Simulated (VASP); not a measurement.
Input of a VASP 6.6.1 run:

File INCAR:

```
SYSTEM = Bi2Se3
PREC     = Accurate       ! precision mode
ENCUT    = 520            ! plane-wave cutoff, eV
EDIFF    = 1E-7           ! SCF threshold, eV
ISMEAR   = -1             ! smearing method
SIGMA    = 0.05           ! smearing width, eV
LREAL    = .False.        ! projectors in reciprocal space
LASPH    = .True.         ! aspherical terms in the spheres
NELM     = 100            ! most SCF steps
ALGO     = Normal         ! electronic algorithm
ISIF     = 2              ! what is computed and relaxed
LWAVE    = .False.        ! write WAVECAR
LCHARG   = .False.        ! write CHGCAR
GGA      = B5             ! functional
ALDAX    = 1.0          
AGGAX    = 1.0          
AGGAC    = 1.0          
ALDAC    = 0.0          
IVDW     = 12             ! dispersion correction
VDW_S6   = 1.0          
VDW_S8   = 2.6996       
VDW_A1   = 0.4298       
VDW_A2   = 4.2359       
NBANDS   = 32             ! bands
```

File KPOINTS:

```
regular mesh
0
Gamma
  8 8 8
  0 0 0
```

Contents of POSCAR:

```
Bi2Se3
1.0
    2.0867141395      1.2047649701      9.3573078996
   -2.0867141395      1.2047649701      9.3573078996
    0.0000000000     -2.4095299403      9.3573078996
Bi Se
2 3
Direct
    0.5981007693      0.5981007693      0.5981007693
    0.4018992307      0.4018992307      0.4018992307
    0.7910880271      0.7910880271      0.7910880271
    0.2089119729      0.2089119729      0.2089119729
    0.0000000000      0.0000000000      0.0000000000
```

Potentials or basis: VASP PAW PBE potentials, release 64 (Bi_d, Se).

Launch:

```bash
$ cat potpaw_PBE.64/Bi_d/POTCAR potpaw_PBE.64/Se/POTCAR > POTCAR
$ mpirun -np 1 vasp_std > vasp.out
```

Predict the dispersion energy per atom.

-0.933 eV.

Estimate the largest force.

0.039 eV/Å.

What does it give for the band gap on the k mesh?

0.15 eV.

Predict the pressure.

0.2 GPa.

Forces on the atoms (eV/Å):
```
Bi   0.000  0.000  0.025
Bi   0.000  0.000 -0.025
Se   0.000  0.000  0.039
Se   0.000  0.000 -0.039
Se   0.000  0.000  0.000
```

Caveat: the PAW data sets were made with another functional, which shifts forces and pressure a little; spin-orbit coupling is left out, which moves the levels of the heavy elements. A k mesh can miss the band edges.
